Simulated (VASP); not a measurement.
# Sn in VASP: notebook

The runs below take Sn through single point, relaxation of the atoms, with BLYP, revPBE+D4, r2SCAN.

Program: VASP 6.6.1. These are calculated values, not measurements. Logs are shortened: lines on timing, memory, paths and dates and some standing lists are left out, and cuts for length are marked.

**1. The cell of the first run**

The typed cell holds 2 atoms: a = 4.573 Å, b = 4.573 Å, c = 4.573 Å, α = 60.00°, β = 60.00°, γ = 60.00°.

This isn't the form of Sn at room conditions, which is tetragonal (white tin).

**2. Single point, BLYP**

INCAR

```
  PREC = Accurate
  ENCUT = 520
  EDIFF = 1E-7
  ISMEAR = 1
  SIGMA = 0.01
  LREAL = F
  LASPH = T
  NELM = 100
  ALGO = Normal
  ISIF = 2
  LWAVE = F
  LCHARG = T
  GGA = B5
  ALDAX = 1.0
  AGGAX = 1.0
  AGGAC = 1.0
  ALDAC = 0.0
  LELF = T
  LVHAR = T
  NBANDS = 21
```

KPOINTS

```
Automatic mesh
0
Gamma
  6 6 6
  0.5 0.5 0.5
```

POSCAR

```
Sn
1.0
    0.0000000000      3.2333428000      3.2333428000
    3.2333428000      0.0000000000      3.2333428000
    3.2333428000      3.2333428000      0.0000000000
Sn
2
Direct
    0.7535633539      0.7418803365      0.7540583907
    0.5031986461      0.4915156635      0.5036916093
```

Potentials or basis: VASP PAW PBE potentials, release 64 (Sn_d).

Started as:

```
$ cat potpaw_PBE.64/Sn_d/POTCAR > POTCAR
$ mpirun -np 1 vasp_std > vasp.out
```

OUTCAR:

```text
PREC = Accurate
   ENCUT = 520
   EDIFF = 1E-7
   ISMEAR = 1
   LREAL = F
   LASPH = T
   NELM = 100
   ISIF = 2
   GGA = B5

 ion  position               nearest neighbor table
   1  0.754  0.742  0.754-   2 2.80   2 2.80   2 2.80   2 2.80
   2  0.503  0.492  0.504-   1 2.80   1 2.80   1 2.80   1 2.80

  LATTYP: Found a face centered cubic cell.
 ALAT       =     6.4666856000

  Lattice vectors:

 A1 = (   0.0000000000,   3.2333428000,   3.2333428000)
 A2 = (   3.2333428000,   0.0000000000,   3.2333428000)
 A3 = (   3.2333428000,   3.2333428000,   0.0000000000)

Analysis of symmetry for initial positions (statically):
=====================================================================
 Subroutine PRICEL returns:
 Original cell was already a primitive cell.

 Routine SETGRP: Setting up the symmetry group for a
 face centered cubic supercell.

 Subroutine GETGRP returns: Found 12 space group operations
 (whereof  1 operations were pure point group operations)
 out of a pool of 48 trial point group operations.

The static configuration has the point symmetry C_1 .
 The point group associated with its full space group is D_3d.

Analysis of symmetry for dynamics (positions and initial velocities):
=====================================================================
 Subroutine PRICEL returns:
 Original cell was already a primitive cell.

 Routine SETGRP: Setting up the symmetry group for a
 face centered cubic supercell.

 Subroutine GETGRP returns: Found 12 space group operations
 (whereof  1 operations were pure point group operations)
 out of a pool of 48 trial point group operations.

The dynamic configuration has the point symmetry C_1 .
 The point group associated with its full space group is D_3d.

 Subroutine INISYM returns: Found 12 space group operations
 (whereof  1 operations are pure point group operations),
 and found     1 'primitive' translations

----------------------------------------------------------------------------------------

                                     Primitive cell

  volume of cell :      67.6060

  direct lattice vectors                    reciprocal lattice vectors
     0.000000000  3.233342800  3.233342800    -0.154638723  0.154638723  0.154638723
     3.233342800  0.000000000  3.233342800     0.154638723 -0.154638723  0.154638723
     3.233342800  3.233342800  0.000000000     0.154638723  0.154638723 -0.154638723

  length of vectors
     4.572637240  4.572637240  4.572637240     0.267842124  0.267842124  0.267842124

  position of ions in fractional coordinates (direct lattice)
     0.753563354  0.741880337  0.754058391
     0.503198646  0.491515664  0.503691609

  ion indices of the primitive-cell ions
   primitive index   ion index
                 1           1
                 2           2

----------------------------------------------------------------------------------------

 KPOINTS: Automatic mesh

Automatic generation of k-mesh.
 Grid dimensions read from file:
 generate k-points for:    6    6    6

 Generating k-lattice:

  Cartesian coordinates                     Fractional coordinates (reciprocal lattice)
    -0.025773120  0.025773120  0.025773120     0.166666667  0.000000000  0.000000000
     0.025773120 -0.025773120  0.025773120     0.000000000  0.166666667  0.000000000
     0.025773120  0.025773120 -0.025773120     0.000000000  0.000000000  0.166666667

  Length of vectors
     0.044640354  0.044640354  0.044640354

  Shift w.r.t. Gamma in fractional coordinates (k-lattice)
     0.500000000  0.500000000  0.500000000

 Subroutine IBZKPT returns following result:
 ===========================================

 Found     91 irreducible k-points:

 Following reciprocal coordinates:
            Coordinates               Weight
  0.083333  0.083333  0.083333      2.000000
  0.083333  0.000000  0.000000      6.000000
  0.250000  0.083333  0.083333      6.000000
  0.083333  0.000000 -0.166667     12.000000
  0.250000  0.166667  0.166667      6.000000
  0.416667  0.083333  0.083333      6.000000
[... 16 lines left out ...]
  0.416667  0.166667  0.333333     12.000000
  0.083333 -0.333333 -0.166667     12.000000
 [... further k-points ...]
   k-points           NKPTS =     91   k-points in BZ     NKDIM =     91   number of bands    NBANDS=     21
   number of dos      NEDOS =    301   number of ions     NIONS =      2
   total plane-waves  NPLWV =  46656
   dimension x,y,z NGX =    36 NGY =   36 NGZ =   36
   dimension x,y,z NGXF=    72 NGYF=   72 NGZF=   72
   ions per type =               2
   NGX,Y,Z   is equivalent  to a cutoff of  13.09, 13.09, 13.09 a.u.
   NGXF,Y,Z  is equivalent  to a cutoff of  26.18, 26.18, 26.18 a.u.
 SYSTEM =  unknown system
   PREC   = accura    normal or accurate (medium, high low for compatibility)
   ISTART =      0    job   : 0-new  1-cont  2-samecut
   ICHARG =      2    charge: 1-file 2-atom 10-const
   ISPIN  =      1    spin polarized calculation?
[... 38 lines left out ...]
  energy-cutoff  :      520.00
  volume of cell :       67.61
 maximum number of plane-waves:      1835
 NGX is ok and might be reduce to    36
   NGX = 17   NGY = 17   NGZ = 17

 number of electron      27.9999999 magnetization

 Free energy of the ion-electron system (eV)
  ---------------------------------------------------
  ext. energy  EPLUGINS =         0.00000000
  ---------------------------------------------------
  free energy    TOTEN  =        -6.26075686 eV

  energy without entropy =       -6.26076111  energy(sigma->0) =       -6.26075827

 E-fermi :   6.1583     XC(G=0):  -8.3505

 val. band max:        6.1498723617   @ k =   0.0833   0.0000   0.0000
 cond. band min:       6.2274517209   @ k =   0.4167   0.4167   0.4167
 fundamental gap:      0.0775793593
 Fermi energy:         6.1582556140

 k-point     1 :       0.0833    0.0833    0.0833
  band No.  band energies     occupation
      1     -15.4862      2.00000
      2     -15.4862      2.00000
      3     -15.4763      2.00000
      4     -15.4076      2.00000
      5     -15.4076      2.00000
      6     -15.1089      2.00000
[... 13 lines left out ...]
     20      13.7327      0.00000
     21      13.7327      0.00000

 k-point     2 :       0.0833    0.0000    0.0000
  band No.  band energies     occupation
      1     -15.4864      2.00000
      2     -15.4844      2.00000
      3     -15.4786      2.00000
      4     -15.4074      2.00000
      5     -15.4073      2.00000
      6     -15.1097      2.00000
[... 13 lines left out ...]
     20      13.7294      0.00000
     21      13.7312      0.00000

 k-point     3 :       0.2500    0.0833    0.0833
  band No.  band energies     occupation
      1     -15.5072      2.00000
      2     -15.4990      2.00000
      3     -15.4684      2.00000
      4     -15.3869      2.00000
      5     -15.3734      2.00000
      6     -15.1471      2.00000
[... 13 lines left out ...]
     20      12.9328      0.00000
     21      13.5265      0.00000

 k-point     4 :       0.0833    0.0000   -0.1667
  band No.  band energies     occupation
      1     -15.5061      2.00000
      2     -15.4997      2.00000
      3     -15.4700      2.00000
      4     -15.3867      2.00000
      5     -15.3729      2.00000
      6     -15.1478      2.00000
[... 13 lines left out ...]
     20      12.9342      0.00000
     21      13.5196      0.00000

 k-point     5 :       0.2500    0.1667    0.1667
  band No.  band energies     occupation
      1     -15.5069      2.00000
      2     -15.4996      2.00000
      3     -15.4671      2.00000
      4     -15.3873      2.00000
      5     -15.3737      2.00000
      6     -15.1469      2.00000
[... 13 lines left out ...]
     20      12.9331      0.00000
     21      13.5248      0.00000
[... 382 lines left out ...]
     20      14.5969      0.00000
     21      15.4212      0.00000

 k-point    22 :       0.2500    0.1667   -0.1667
  band No.  band energies     occupation
      1     -15.5294      2.00000
      2     -15.5231      2.00000
      3     -15.4456      2.00000
      4     -15.3477      2.00000
      5     -15.3030      2.00000
      6     -15.2377      2.00000
[... 13 lines left out ...]
     20      14.5929      0.00000
     21      15.4126      0.00000

 k-point    23 :       0.4167    0.1667    0.3333
  band No.  band energies     occupation
      1     -15.5302      2.00000
      2     -15.5225      2.00000
      3     -15.4429      2.00000
      4     -15.3480      2.00000
      5     -15.3036      2.00000
      6     -15.2380      2.00000
[... 13 lines left out ...]
     20      14.5952      0.00000
     21      15.4189      0.00000

 k-point    24 :       0.0833   -0.3333   -0.1667
  band No.  band energies     occupation
      1     -15.5316      2.00000
      2     -15.5210      2.00000
      3     -15.4451      2.00000
      4     -15.3477      2.00000
      5     -15.3030      2.00000
      6     -15.2379      2.00000
[... 13 lines left out ...]
     20      14.5982      0.00000
     21      15.4116      0.00000

 [... further k-points ...]

------------------------ aborting loop because EDIFF is reached ----------------------------------------

  FORCE on cell =-STRESS in cart. coord.  units (eV):
  Direction    XX          YY          ZZ          XY          YZ          ZX
  --------------------------------------------------------------------------------------
  -------------------------------------------------------------------------------------
  Total        2.7129530      2.7129530      2.7129530     -0.0242360     -0.0242360     -0.0242360
  in kB       64.2935802     64.2935802     64.2935802     -0.5743619     -0.5743619     -0.5743619
  external PRESSURE =      64.2935802 kB  Pullay stress =       0.0000000 kB

 VOLUME and BASIS-vectors are now :
 -----------------------------------------------------------------------------
  energy-cutoff  :      520.00
  volume of cell :       67.61
      direct lattice vectors                 reciprocal lattice vectors
     0.000000000  3.233342800  3.233342800    -0.154638723  0.154638723  0.154638723
     3.233342800  0.000000000  3.233342800     0.154638723 -0.154638723  0.154638723
     3.233342800  3.233342800  0.000000000     0.154638723  0.154638723 -0.154638723

 POSITION                                       TOTAL-FORCE (eV/Angst)
 -----------------------------------------------------------------------------------
      4.83688      4.87466      4.83528        -0.020855     -0.020855     -0.020855
      3.21785      3.25562      3.21625         0.020855      0.020855      0.020855
 -----------------------------------------------------------------------------------
    total drift:                                0.001791      0.001884     -0.001750

  FREE ENERGIE OF THE ION-ELECTRON SYSTEM (eV)
  ---------------------------------------------------
  free  energy   TOTEN  =        -6.2607568586 eV

  energy  without entropy=       -6.2607611070  energy(sigma->0) =       -6.26075827
```

Run time: 67 s. Hardware: 1 thread of Intel Xeon 6975P-C (Granite Rapids), shared host; peak memory 0.25 GiB.

Results:

| Property | Result |
| --- | --- |
| Free energy | -6.2608 eV |
| Pressure | 6.4 GPa |
| Largest force | 0.036 eV/Å |

Forces in eV/Å, atoms in the order of the input:
```
Sn  -0.021 -0.021 -0.021
Sn   0.021  0.021  0.021
```

Stress tensor (GPa, compression positive):
```
 6.43 -0.06 -0.06
-0.06  6.43 -0.06
-0.06 -0.06  6.43
```

Caveat: the cell stands under pressure; the PAW data sets were made with another functional, which shifts forces and pressure a little; spin-orbit coupling is left out, which moves the levels of the heavy elements.

**3. Relaxation of the atoms, revPBE+D4 (atoms moved at random)**

INCAR

```
SYSTEM = Sn
ALGO = Normal ; EDIFF = 1E-7
EDIFFG = -0.01 ; ENCUT = 450
GGA = RE ; GGA_COMPAT = .FALSE.
IBRION = 2 ; ISIF = 2
ISMEAR = 1 ; IVDW = 13
LASPH = .TRUE. ; LCHARG = .FALSE.
LREAL = .FALSE. ; LWAVE = .FALSE.
NELM = 120 ; NELMIN = 4
NSW = 60 ; PREC = Accurate
SIGMA = 0.01
```

KPOINTS

```
k-points
0
G
  6 6 6
  0 0 0
```

POSCAR

```
Sn
1.0
    0.0000000000      3.2333428000      3.2333428000
    3.2333428000      0.0000000000      3.2333428000
    3.2333428000      3.2333428000      0.0000000000
Sn
2
Direct
    0.7546560000      0.7476160000      0.7454970000
    0.4889530000      0.4849060000      0.5009480000
```

Potentials or basis: VASP PAW PBE potentials, release 64 (Sn_d).

Started as:

```
$ cat potpaw_PBE.64/Sn_d/POTCAR > POTCAR
$ mpirun -np 1 vasp_std > vasp.out
```

Run time: 7.3 min. Hardware: 1 thread of Intel Xeon 8259CL, shared host; peak memory 0.24 GiB.

Results (log left out):

| Quantity | Value |
| --- | --- |
| Free energy | -8.0191 eV |
| Energy gained by relaxing | 19.6 meV/atom |
| Ionic steps | 10 |
| Pressure after relaxing | 2.2 GPa |
| Band gap on the k mesh | zero (bands 14 and 15 overlap by 0.02 eV) |
| Dispersion energy per atom | -0.513 eV |

Forces on the atoms (eV/Å):
```
Sn   0.000  0.000 -0.003
Sn   0.000  0.000  0.003
```

Step by step:
```tsv
step	energy change (eV)	largest force (eV/Å)	pressure (GPa)
1	0.0000	0.8108	2.30
2	-0.0376	0.1572	2.16
3	-0.0390	0.0420	2.18
4	-0.0390	0.0332	2.17
5	-0.0390	0.0342	2.17
6	-0.0391	0.0225	2.19
7	-0.0392	0.0124	2.19
8	-0.0392	0.0101	2.19
9	-0.0392	0.0100	2.19
10	-0.0392	0.0026	2.19
```

Final structure:
```xyz
2
Lattice="0.0000 3.2333 3.2333 3.2333 0.0000 3.2333 3.2333 3.2333 0.0000" Properties=species:S:1:pos:R:3 pbc="T T T"
Sn    4.8161    4.8340    4.8117
Sn    3.1993    3.2172    3.1945
```

Levels at points of the mesh, in eV from the Fermi level:
```tsv
k point	band 12	band 13	band 14	band 15	band 16	band 17
(0.00, 0.00, 0.00)	-0.57	0.02	0.02	0.02	2.10	2.10
(0.50, 0.00, 0.00)	-6.38	-1.20	-1.20	0.00	3.18	3.19
(0.00, 0.50, 0.00)	-6.38	-1.20	-1.20	0.00	3.18	3.19
(0.00, 0.00, 0.50)	-6.38	-1.20	-1.20	0.00	3.18	3.19
(0.50, 0.50, 0.50)	-6.38	-1.20	-1.20	0.00	3.18	3.18
(0.50, 0.50, 0.00)	-7.59	-2.56	-2.56	0.80	0.80	7.75
(0.00, 0.50, 0.50)	-7.59	-2.56	-2.56	0.80	0.80	7.75
(0.50, 0.00, 0.50)	-7.59	-2.56	-2.56	0.80	0.80	7.75
```

Caveat: the cell differs from its parent crystal (atoms moved at random); the PAW data sets were made with another functional, which shifts forces and pressure a little; spin-orbit coupling is left out, which moves the levels of the heavy elements.

**4. Single point, r2SCAN**

This run uses another cell than the first one, of 25.62 Å³/atom.

POSCAR

```
Sn
1.0
    0.0000000000      2.9478381986      2.9478381986
    2.9478381986      0.0000000000      2.9478381986
    2.9478381986      2.9478381986      0.0000000000
Sn
2
Direct
    0.7500000000      0.7500000000      0.7500000000
    0.5000000000      0.5000000000      0.5000000000
```

INCAR.step1

```
SYSTEM = Sn
PREC = Accurate
ENCUT = 550
ISMEAR = -1
SIGMA = 0.05
LREAL = .FALSE.
LASPH = .TRUE.
NELM = 120
NBANDS = 21
GGA = PE
ALGO = Normal
EDIFF = 1E-5
LWAVE = .TRUE.
LCHARG = .FALSE.
GGA_COMPAT = .FALSE.
```

INCAR.step2

```
SYSTEM = Sn
PREC = Accurate
ENCUT = 550
EDIFF = 1E-6
ISMEAR = -1
SIGMA = 0.05
LREAL = .FALSE.
LASPH = .TRUE.
NELM = 120
ALGO = Normal
ISIF = 2
LWAVE = .FALSE.
LCHARG = .TRUE.
METAGGA = R2SCAN
LMIXTAU = .TRUE.
LELF = .TRUE.
LVHAR = .TRUE.
NBANDS = 21
ISTART = 1
GGA_COMPAT = .FALSE.
```

KPOINTS

```
Automatic mesh
0
G
  7 7 7
  0 0 0
```

Started as:

```
$ cat potpaw_PBE.64/Sn_d/POTCAR > POTCAR
$ cp INCAR.step1 INCAR
$ mpirun -np 1 vasp_std > vasp.out
$ cp INCAR.step2 INCAR
$ mpirun -np 1 vasp_std > vasp.out
```

Wall time 2 min (1 thread of Intel Xeon 8259CL, shared host); peak memory 0.19 GiB.

Results (log left out):

- Free energy: -48.1260 eV
- Pressure: 30.1 GPa

Levels at points of the mesh, in eV from the Fermi level:
```tsv
k point	band 11	band 12	band 13	band 14	band 15	band 16	band 17	band 18
(0.00, 0.00, 0.00)	-13.68	-0.10	-0.10	-0.10	1.78	2.00	2.00	2.00
```

Caveat: the cell stands under pressure; the PAW data sets were made with another functional, which shifts forces and pressure a little; spin-orbit coupling is left out, which moves the levels of the heavy elements.

**5. Single point, r2SCAN**

This run uses another cell than the first one, of 27.46 Å³/atom.

POSCAR

```
Sn
1.0
    0.0000000000      3.0171163688      3.0171163688
    3.0171163688      0.0000000000      3.0171163688
    3.0171163688      3.0171163688      0.0000000000
Sn
2
Direct
    0.7500000000      0.7500000000      0.7500000000
    0.5000000000      0.5000000000      0.5000000000
```

INCAR.step1

```
SYSTEM = Sn
PREC = Accurate
ENCUT = 550
ISMEAR = -1
SIGMA = 0.05
LREAL = .False.
LASPH = .True.
NELM = 120
NBANDS = 21
GGA = PE
ALGO = Normal
EDIFF = 1E-5
LWAVE = .True.
LCHARG = .False.
GGA_COMPAT = .False.
```

INCAR.step2

```
SYSTEM = Sn
PREC = Accurate
ENCUT = 550
EDIFF = 1E-6
ISMEAR = -1
SIGMA = 0.05
LREAL = .False.
LASPH = .True.
NELM = 120
ALGO = Normal
ISIF = 2
LWAVE = .False.
LCHARG = .False.
METAGGA = R2SCAN
LMIXTAU = .True.
NBANDS = 21
ISTART = 1
GGA_COMPAT = .False.
```

KPOINTS

```
regular mesh
0
Gamma
  7 7 7
  0 0 0
```

Started as:

```
$ cat potpaw_PBE.64/Sn_d/POTCAR > POTCAR
$ cp INCAR.step1 INCAR
$ mpirun -np 1 vasp_std > vasp.out
$ cp INCAR.step2 INCAR
$ mpirun -np 1 vasp_std > vasp.out
```

Run time: 2.7 min. Hardware: 1 thread of Intel Xeon 8259CL, shared host; peak memory 0.21 GiB.

The run converged. Its results:

```yaml
Free_energy: -48.6997 eV
Pressure: 20.0 GPa
Band_gap_on_the_k_mesh: 0.40 eV (least direct gap 1.33 eV)
```

Levels at points of the mesh, in eV from the valence-band top:
| k point | band 11 | band 12 | band 13 | band 14 | band 15 | band 16 | band 17 | band 18 |
| --- | --- | --- | --- | --- | --- | --- | --- | --- |
| (0.00, 0.00, 0.00) | -12.90 | 0.00 | 0.00 | 0.00 | 1.33 | 2.16 | 2.16 | 2.16 |

Caveat: the cell stands under pressure; the PAW data sets were made with another functional, which shifts forces and pressure a little; spin-orbit coupling is left out, which moves the levels of the heavy elements; an odd mesh through Γ misses points on the zone boundary, where band edges can lie.

**6. The runs side by side**

| task | level | cell | k mesh | cutoff (eV) | smearing | gap on the mesh (eV) | pressure (GPa) |
| --- | --- | --- | --- | --- | --- | --- | --- |
| single point | BLYP | a = 4.573 Å, angles 60.0°, 2 atoms, atomic positions A | 6 × 6 × 6, shifted | 520 | methfessel-paxton 0.01 eV | - | 6.4 |
| relaxation of the atoms | revPBE+D4 | atoms relaxed from a = 4.573 Å, angles 60.0°, 2 atoms, atomic positions B | 6 × 6 × 6 | 450 | methfessel-paxton 0.01 eV | none | 2.2 |
| single point | r2SCAN | a = 4.169 Å, angles 60.0°, 2 atoms, atomic positions A | 7 × 7 × 7 | 550 | fermi-dirac 0.05 eV | - | 30.1 |
| single point | r2SCAN | a = 4.267 Å, angles 60.0°, 2 atoms, atomic positions A | 7 × 7 × 7 | 550 | fermi-dirac 0.05 eV | 0.40 | 20.0 |

Alike in all rows: potentials or basis VASP PAW PBE potentials, release 64 (Sn_d); no spin polarisation.

Caveats: the PAW data sets were made with another functional, which shifts forces and pressure a little; spin-orbit coupling is left out, which moves the levels of the heavy elements; the cell stands under pressure (at least some runs); an odd mesh through Γ misses points on the zone boundary, where band edges can lie (at least some runs).

Absolute energies hang on the potentials; compare differences alone.
